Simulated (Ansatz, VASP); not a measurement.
## Pd in VASP and in Ansatz

```xyz
1
Lattice="0.0000 1.9395 1.9395 1.9395 0.0000 1.9395 1.9395 1.9395 0.0000" Properties=species:S:1:pos:R:3 pbc="T T T"
Pd    0.0000    0.0000    0.0000
```

Alike in both runs: task single point; functional r2SCAN; k mesh 13 × 13 × 13; occupations fermi-dirac, width 0.003 eV; no spin polarisation.

|  | VASP | Ansatz |
| --- | --- | --- |
| version | VASP 6.6.1 | Ansatz 0.2.0 |
| potentials or method | VASP PAW PBE potentials, release 64 (Pd), cutoff 550 eV | PAW, plane waves, scalar-relativistic |
| valence electrons in the cell | 10 | 18 |

```csv
,VASP,Ansatz,Ansatz less VASP
pressure (GPa),5.2,4.4,-0.78
```

VASP's potentials were made for PBE, not for r2SCAN. VASP's potentials hold 10 valence electrons a cell and Ansatz's 18, so a difference there can come from the potentials and not from the codes.
